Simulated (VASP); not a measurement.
# Rh (P6_3/mmc) in VASP: notebook

The runs below take Rh through single point, with LDA.

All numbers are computed with VASP 6.6.1; they aren't measurements. Logs are shortened: lines on timing, memory, paths and dates and some standing lists are left out, and cuts for length are marked.

## Step 1: The cell of the first run

The structure is hexagonal, space group P6_3/mmc (No. 194). Conventional cell: a = 2.731 Å, b = 2.731 Å, c = 4.428 Å, α = 90.00°, β = 90.00°, γ = 120.00°. Rh (site symmetry -6m2) has 12 Rh at 2.72 to 2.73 Å within 3.6 Å.

## Step 2: Single point, LDA

Contents of INCAR:

```
PREC = Accurate
ENCUT = 520
EDIFF = 1E-6
ISMEAR = -1
SIGMA = 0.05
LREAL = False
LASPH = True
NELM = 60
ALGO = Fast
ISIF = 2
LWAVE = False
LCHARG = False
NBANDS = 22
```

Contents of KPOINTS:

```
Automatic mesh
0
Gamma
  11 11 6
```

Contents of POSCAR:

```
Rh
1.0
    2.7309790422      0.0000000000      0.0000000000
   -1.3654895211      2.3650972278      0.0000000000
    0.0000000000      0.0000000000      4.4284890000
Rh
2
Direct
    0.3333333333      0.6666666667      0.2500000000
    0.6666666667      0.3333333333      0.7500000000
```

Potentials or basis: VASP PAW LDA potentials, release 64 (Rh_pv).

The run is started by

```bash
$ cat potpaw_LDA.64/Rh_pv/POTCAR > POTCAR
$ mpirun -np 1 vasp_std > vasp.out
```

OUTCAR:

```text
PREC = Accurate
   ENCUT = 520
   EDIFF = 1E-6
   ISMEAR = -1
   LREAL = False
   LASPH = True
   NELM = 60
   ISIF = 2

 ion  position               nearest neighbor table
   1  0.333  0.667  0.250-   2 2.72   2 2.72   2 2.72   2 2.72   2 2.72   2 2.72
   2  0.667  0.333  0.750-   1 2.72   1 2.72   1 2.72   1 2.72   1 2.72   1 2.72

  LATTYP: Found a hexagonal cell.
 ALAT       =     2.7309790422
 C/A-ratio  =     1.6215756077

  Lattice vectors:

 A1 = (   2.7309790422,   0.0000000000,   0.0000000000)
 A2 = (  -1.3654895211,   2.3650972278,   0.0000000000)
 A3 = (   0.0000000000,   0.0000000000,   4.4284890000)

Analysis of symmetry for initial positions (statically):
=====================================================================
 Subroutine PRICEL returns:
 Original cell was already a primitive cell.

 Routine SETGRP: Setting up the symmetry group for a
 hexagonal supercell.

 Subroutine GETGRP returns: Found 24 space group operations
 (whereof 12 operations were pure point group operations)
 out of a pool of 24 trial point group operations.

The static configuration has the point symmetry D_3d.
 The point group associated with its full space group is D_6h.

Analysis of symmetry for dynamics (positions and initial velocities):
=====================================================================
 Subroutine PRICEL returns:
 Original cell was already a primitive cell.

 Routine SETGRP: Setting up the symmetry group for a
 hexagonal supercell.

 Subroutine GETGRP returns: Found 24 space group operations
 (whereof 12 operations were pure point group operations)
 out of a pool of 24 trial point group operations.

The dynamic configuration has the point symmetry D_3d.
 The point group associated with its full space group is D_6h.

 Subroutine INISYM returns: Found 24 space group operations
 (whereof 12 operations are pure point group operations),
 and found     1 'primitive' translations

----------------------------------------------------------------------------------------

                                     Primitive cell

  volume of cell :      28.6037

  direct lattice vectors                    reciprocal lattice vectors
     2.730979042  0.000000000  0.000000000     0.366169049  0.211407799  0.000000000
    -1.365489521  2.365097228  0.000000000     0.000000000  0.422815599  0.000000000
     0.000000000  0.000000000  4.428489000     0.000000000  0.000000000  0.225810655

  length of vectors
     2.730979042  2.730979042  4.428489000     0.422815599  0.422815599  0.225810655

  position of ions in fractional coordinates (direct lattice)
     0.333333333  0.666666667  0.250000000
     0.666666667  0.333333333  0.750000000

  ion indices of the primitive-cell ions
   primitive index   ion index
                 1           1
                 2           2

----------------------------------------------------------------------------------------

 KPOINTS: Automatic mesh

Automatic generation of k-mesh.
 Grid dimensions read from file:
 generate k-points for:   11   11    6

 Generating k-lattice:

  Cartesian coordinates                     Fractional coordinates (reciprocal lattice)
     0.033288095  0.019218891  0.000000000     0.090909091  0.000000000  0.000000000
     0.000000000  0.038437782  0.000000000     0.000000000  0.090909091  0.000000000
     0.000000000  0.000000000  0.037635109     0.000000000  0.000000000  0.166666667

  Length of vectors
     0.038437782  0.038437782  0.037635109

  Shift w.r.t. Gamma in fractional coordinates (k-lattice)
     0.000000000  0.000000000  0.000000000

 Subroutine IBZKPT returns following result:
 ===========================================

 Found     64 irreducible k-points:

 Following reciprocal coordinates:
            Coordinates               Weight
  0.000000  0.000000  0.000000      1.000000
  0.090909 -0.000000  0.000000      6.000000
  0.181818 -0.000000  0.000000      6.000000
  0.272727 -0.000000  0.000000      6.000000
  0.363636 -0.000000  0.000000      6.000000
  0.454545 -0.000000  0.000000      6.000000
[... 16 lines left out ...]
  0.090909  0.090909  0.166667     12.000000
  0.181818  0.090909  0.166667     24.000000
 [... further k-points ...]
   k-points           NKPTS =     64   k-points in BZ     NKDIM =     64   number of bands    NBANDS=     22
   number of dos      NEDOS =    301   number of ions     NIONS =      2
   total plane-waves  NPLWV =  14400
   dimension x,y,z NGX =    20 NGY =   20 NGZ =   36
   dimension x,y,z NGXF=    40 NGYF=   40 NGZF=   72
   ions per type =               2
   NGX,Y,Z   is equivalent  to a cutoff of  12.17, 12.17, 13.51 a.u.
   NGXF,Y,Z  is equivalent  to a cutoff of  24.35, 24.35, 27.03 a.u.
 SYSTEM =  unknown system
   PREC   = accura    normal or accurate (medium, high low for compatibility)
   ISTART =      0    job   : 0-new  1-cont  2-samecut
   ICHARG =      2    charge: 1-file 2-atom 10-const
   ISPIN  =      1    spin polarized calculation?
   LNONCOLLINEAR =      F non collinear calculations
   LSORBIT =      F    spin-orbit coupling
   LASPH  =      T    aspherical Exc in radial PAW
   ENCUT  =  520.0 eV  38.22 Ry    6.18 a.u.   5.08  5.08  8.23*2*pi/ulx,y,z
   NELM   =     60;   NELMIN=  2; NELMDL= -5     # of ELM steps
   EDIFF  = 0.1E-05   stopping-criterion for ELM
   LREAL  =      F    real-space projection
   EDIFFG = 0.1E-04   stopping-criterion for IOM
   NSW    =      0    number of steps for IOM
   IBRION =     -1    ionic relax: 0-MD 1-quasi-New 2-CG
   NFREE  =      0    steps in history (QN), initial steepest desc. (CG)
   ISIF   =      2    stress and relaxation
   ISYM   =      2    0-nonsym 1-usesym 2-fastsym
   POTIM  = 0.5000    time-step for ionic-motion
   TEBEG  =    0.0;   TEEND  =   0.0 temperature during run
   PSTRESS=    0.0 pullay stress
   NELECT =      30.0000    total number of electrons
   NUPDOWN=      -1.0000    fix difference up-down
   EMIN   =  10.00;   EMAX   =-10.00  energy-range for DOS
   EFERMI =   0.00;   METHOD = LEGACY
   ISMEAR =    -1;   SIGMA  =   0.05  broadening in eV -4-tet -1-fermi 0-gaus
   EFERMI_NEDOS =   21; number of points for ismear=-14 and -15
   IALGO  =     68    algorithm
   IMIX   =      4    mixing-type and parameters
     AMIX     =   0.40;   BMIX     =  1.00
     AMIX_MAG =   1.60;   BMIX_MAG =  1.00
  volume/ion in A,a.u.               =      14.30        96.51
  Fermi-wavevector in a.u.,A,eV,Ry     =   1.663314  3.143208 37.642066  2.766614
  Thomas-Fermi vector in A             =   2.750053
   LORBIT       =      0    0 simple, 1 ext, 2 COOP (PROOUT), +10 PAW based schemes
   GGA     = CA    functional components
   LHFCALC =     F    Hartree Fock is set to
   AEXX    =    0.0000 exact exchange contribution
   IVDW    =     0    specifies the selected vdW correction
   LEPSILON=     F    determine dielectric tensor
   LRPA    =     F    only Hartree local field effects (RPA)
 non-spin polarized calculation
 RMM-DIIS sequential band-by-band and
  energy-cutoff  :      520.00
  volume of cell :       28.60
 maximum number of plane-waves:       785
   NGX = 11   NGY = 11   NGZ = 17

 number of electron      30.0000009 magnetization

 Free energy of the ion-electron system (eV)
  ---------------------------------------------------
  ext. energy  EPLUGINS =         0.00000000
  ---------------------------------------------------
  free energy    TOTEN  =       -17.16846088 eV

  energy without entropy =      -17.13847356  energy(sigma->0) =      -17.15346722

 E-fermi :  11.0716     XC(G=0): -14.1007

 val. band max:       11.0587968373   @ k =   0.3636   0.1818   0.3333
 cond. band min:      11.0751590992   @ k =   0.0909   0.0909   0.3333
 fundamental gap:      0.0163622619
 Fermi energy:        11.0715926259

 k-point     1 :       0.0000    0.0000    0.0000
  band No.  band energies     occupation
      1     -35.7585      2.00000
      2     -35.1783      2.00000
      3     -35.1783      2.00000
      4     -35.0966      2.00000
      5     -35.0839      2.00000
      6     -35.0839      2.00000
[... 14 lines left out ...]
     21      29.0694      0.00000
     22      29.6822      0.00000

 k-point     2 :       0.0909   -0.0000    0.0000
  band No.  band energies     occupation
      1     -35.7416      2.00000
      2     -35.2169      2.00000
      3     -35.1908      2.00000
      4     -35.1239      2.00000
      5     -35.1036      2.00000
      6     -35.0901      2.00000
[... 14 lines left out ...]
     21      29.3829      0.00000
     22      29.7707      0.00000

 k-point     3 :       0.1818   -0.0000    0.0000
  band No.  band energies     occupation
      1     -35.6937      2.00000
      2     -35.3205      2.00000
      3     -35.2294      2.00000
      4     -35.2233      2.00000
      5     -35.1249      2.00000
      6     -35.1078      2.00000
[... 14 lines left out ...]
     21      29.3504      0.00000
     22      29.5817      0.00000

 k-point     4 :       0.2727   -0.0000    0.0000
  band No.  band energies     occupation
      1     -35.6232      2.00000
      2     -35.4565      2.00000
      3     -35.3638      2.00000
      4     -35.2645      2.00000
      5     -35.1603      2.00000
      6     -35.1320      2.00000
[... 14 lines left out ...]
     21      27.0835      0.00000
     22      27.8718      0.00000

 k-point     5 :       0.3636   -0.0000    0.0000
  band No.  band energies     occupation
      1     -35.5816      2.00000
      2     -35.5443      2.00000
      3     -35.4838      2.00000
      4     -35.3012      2.00000
      5     -35.2069      2.00000
      6     -35.1551      2.00000
[... 417 lines left out ...]
 k-point    22 :       0.4545   -0.0000    0.1667
  band No.  band energies     occupation
      1     -35.6844      2.00000
      2     -35.5862      2.00000
      3     -35.4300      2.00000
      4     -35.3125      2.00000
      5     -35.2397      2.00000
      6     -35.1795      2.00000
[... 14 lines left out ...]
     21      24.6093      0.00000
     22      25.2002      0.00000

 k-point    23 :       0.0909    0.0909    0.1667
  band No.  band energies     occupation
      1     -35.6753      2.00000
      2     -35.2698      2.00000
      3     -35.2436      2.00000
      4     -35.1976      2.00000
      5     -35.1275      2.00000
      6     -35.1151      2.00000
[... 14 lines left out ...]
     21      28.5881      0.00000
     22      29.5138      0.00000

 k-point    24 :       0.1818    0.0909    0.1667
  band No.  band energies     occupation
      1     -35.6323      2.00000
      2     -35.3750      2.00000
      3     -35.3482      2.00000
      4     -35.2419      2.00000
      5     -35.1545      2.00000
      6     -35.1427      2.00000
[... 14 lines left out ...]
     21      26.8674      0.00000
     22      28.3364      0.00000

 [... further k-points ...]
[... 5 lines left out ...]
  --------------------------------------------------------------------------------------
  -------------------------------------------------------------------------------------
  Total       -3.2375581     -3.2375581     -3.4978761      0.0000000     -0.0000000      0.0000000
  in kB     -181.3448476   -181.3448476   -195.9259960      0.0000000     -0.0000000      0.0000000
  external PRESSURE =    -186.2052304 kB  Pullay stress =       0.0000000 kB

 VOLUME and BASIS-vectors are now :
 -----------------------------------------------------------------------------
  energy-cutoff  :      520.00
  volume of cell :       28.60
      direct lattice vectors                 reciprocal lattice vectors
     2.730979042  0.000000000  0.000000000     0.366169049  0.211407799  0.000000000
    -1.365489521  2.365097228  0.000000000     0.000000000  0.422815599  0.000000000
     0.000000000  0.000000000  4.428489000     0.000000000  0.000000000  0.225810655

 POSITION                                       TOTAL-FORCE (eV/Angst)
 -----------------------------------------------------------------------------------
     -0.00000      1.57673      1.10712        -0.000000      0.000000      0.000000
      1.36549      0.78837      3.32137         0.000000     -0.000000      0.000000
 -----------------------------------------------------------------------------------
    total drift:                               -0.000000      0.000000     -0.000000

  FREE ENERGIE OF THE ION-ELECTRON SYSTEM (eV)
  ---------------------------------------------------
  free  energy   TOTEN  =       -17.1684608816 eV

  energy  without entropy=      -17.1384735573  energy(sigma->0) =      -17.15346722
```

It took 19 s on 1 thread of Intel Xeon Platinum 8375C at 2.90GHz (Ice Lake), shared host; peak memory 0.14 GiB.

What came out:

* Free energy: -17.1685 eV
* Pressure: -18.6 GPa
* Band gap on the k mesh: zero (band 15 reaches 11.66 eV, above the bottom of band 16 at 9.44 eV)

Levels at points of the mesh, in eV from the Fermi level:
```
           k point  band 13  band 14  band 15  band 16  band 17  band 18
(0.00, 0.00, 0.00)    -2.38    -1.78    -1.78     0.14     0.14     0.72
(0.00, 0.00, 0.50)    -2.97    -2.97    -0.41    -0.41    -0.41    -0.41
```

(Part 1 of 2 ends here.)
